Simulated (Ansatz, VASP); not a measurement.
## SiO2 in VASP and in Ansatz

POSCAR

```
SiO2
1.0
    5.0360755043      0.0000000000      0.0000000000
   -2.5180377521      4.3613693221      0.0000000000
    0.0000000000      0.0000000000      8.5650778680
Si O
4 8
Direct
    0.6666666667      0.3333333333      0.9370460690
    0.6666666667      0.3333333333      0.5629539310
    0.3333333333      0.6666666667      0.0629539310
    0.3333333333      0.6666666667      0.4370460690
    0.0000000000      0.4133082358      0.0000000000
    0.4133082358      0.4133082358      0.5000000000
    0.5866917642      0.0000000000      0.5000000000
    0.5866917642      0.5866917642      0.0000000000
    0.0000000000      0.5866917642      0.5000000000
    0.6666666667      0.3333333333      0.7500000000
    0.3333333333      0.6666666667      0.2500000000
    0.4133082358      0.0000000000      0.0000000000
```

INCAR.step1

```
SYSTEM = SiO2
  ALGO = Normal
  EDIFF = 1E-4
  ENCUT = 520
  GGA = PE
  ISMEAR = 0
  LASPH = .TRUE.
  LCHARG = .FALSE.
  LREAL = .FALSE.
  LWAVE = .TRUE.
  NBANDS = 44
  NELM = 60
  PREC = Accurate
  SIGMA = 0.02
```

File INCAR.step2:

```
SYSTEM = SiO2
  ALGO = Normal
  EDIFF = 1E-7
  ENCUT = 520
  ISIF = 2
  ISMEAR = 0
  ISTART = 1
  LASPH = .TRUE.
  LCHARG = .FALSE.
  LMIXTAU = .TRUE.
  LREAL = .FALSE.
  LWAVE = .FALSE.
  METAGGA = R2SCAN
  NBANDS = 44
  NELM = 60
  PREC = Accurate
  SIGMA = 0.02
```

File KPOINTS:

```
k-points
0
G
  6 6 4
  0 0 0
```

Input for Ansatz:

```yaml
crystal:
  lattice:
    - [5.0360753492, 0.0, 0.0]
    - [-2.5180376746, 4.3613691878, 0.0]
    - [0.0, 0.0, 8.5650778639]
  atoms:
    - { symbol: Si, position: [0.6666666667, 0.3333333333, 0.9370460701] }
    - { symbol: Si, position: [0.6666666667, 0.3333333333, 0.5629539299] }
    - { symbol: Si, position: [0.3333333333, 0.6666666667, 0.0629539299] }
    - { symbol: Si, position: [0.3333333333, 0.6666666667, 0.4370460701] }
    - { symbol: O, position: [0.0, 0.4133082063, 0.0] }
    - { symbol: O, position: [0.4133082063, 0.4133082063, 0.5] }
    - { symbol: O, position: [0.5866917937, 0.0, 0.5] }
    - { symbol: O, position: [0.5866917937, 0.5866917937, 0.0] }
    - { symbol: O, position: [0.0, 0.5866917937, 0.5] }
    - { symbol: O, position: [0.6666666667, 0.3333333333, 0.75] }
    - { symbol: O, position: [0.3333333333, 0.6666666667, 0.25] }
    - { symbol: O, position: [0.4133082063, 0.0, 0.0] }
basis:
  ecutwfc: 500
kpoints:
  mp_grid: { grid: [6, 6, 4] }
  band_path: { path: [VBM, CBM], npoints: 2 }
hamiltonian:
  xc: r2scan
scf:
  occupations: { method: gaussian, width: 0.02 }
output:
  forces: false
  stress: false
  eigenvalues: true
checkpoint:
  read: start.run
  write: ck
  compress: false
  write_wavefunctions: false
  write_every: 100000
```

Alike in both runs: task single point; functional r2SCAN; k mesh 6 × 6 × 4; occupations gaussian, width 0.02 eV; no spin polarisation.

```csv
,VASP,Ansatz
version,VASP 6.6.1,Ansatz 0.2.0
potentials or method,"VASP PAW PBE potentials, release 64 (Si, O), cutoff 520 eV","scalar-relativistic, plane waves, PAW"
valence electrons in the cell,64,64
```

|  | VASP | Ansatz | Ansatz less VASP |
| --- | --- | --- | --- |
| gap on the k mesh at the Fermi level (eV) | 6.18 | 6.18 | +0.004 |
| least direct gap on the mesh (eV) | 6.24 | 6.24 | +0.004 |

VASP's potentials were made for PBE, not for r2SCAN.
